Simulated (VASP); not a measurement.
KTaO3: elastic constants with PBE

KTaO3:

```
CELL_PARAMETERS angstrom
3.98830 0.00000 0.00000
0.00000 3.98830 0.00000
0.00000 0.00000 3.98830
ATOMIC_POSITIONS crystal
K 0.50000 0.50000 0.50000
Ta 0.00000 0.00000 0.00000
O 0.50000 0.00000 0.00000
O 0.00000 0.50000 0.00000
O 0.00000 0.00000 0.50000
```

* Program: VASP 6.6.1
* Task: elastic constants
* Functional: PBE
* Potentials or basis: VASP PAW PBE potentials, release 64 (K_sv, Ta_pv, O)
* Cutoff: 600 eV
* k mesh: 6 × 6 × 6
* Occupations: fermi-dirac, width 0.02 eV
* Spin: no spin polarisation
* Dipole correction: no
* Ions in elastic constants: relaxed
* Further INCAR settings: ALGO = Normal; EDIFF = 1e-08; IBRION = 6; POTIM = 0.015; NSW = 1; ISIF = 3

* Elastic constants C11, C12, C44: 466, 80, 101 GPa
* Voigt bulk modulus: 209 GPa
* Highest phonon frequency at Γ, LO-TO splitting left out: 546 cm⁻¹

Phonon frequencies in cm⁻¹ (negative: imaginary):
```tsv
q point	frequencies
(0.000, 0.000, 0.000)	0 0 0 91 91 91 192 192 192 257 257 257 546 546 546
```

Elastic tensor in Voigt notation (GPa, in the Cartesian axes of the cell as first typed):
```
466  80  80   0   0   0
 80 466  80   0   0   0
 80  80 466   0   0   0
  0   0   0 101   0   0
  0   0   0   0 101   0
  0   0   0   0   0 101
```

Clamped-ion elastic tensor (GPa):
```
466  80  80   0   0   0
 80 466  80   0   0   0
 80  80 466   0   0   0
  0   0   0 101   0   0
  0   0   0   0 101   0
  0   0   0   0   0 101
```

It took 7.4 min on 1 thread of Intel(R) Xeon(R) 6975P-C (Granite Rapids), on a shared host, peak memory 0.37 GiB.

Caveat: the cell is under stress, which shifts elastic constants.
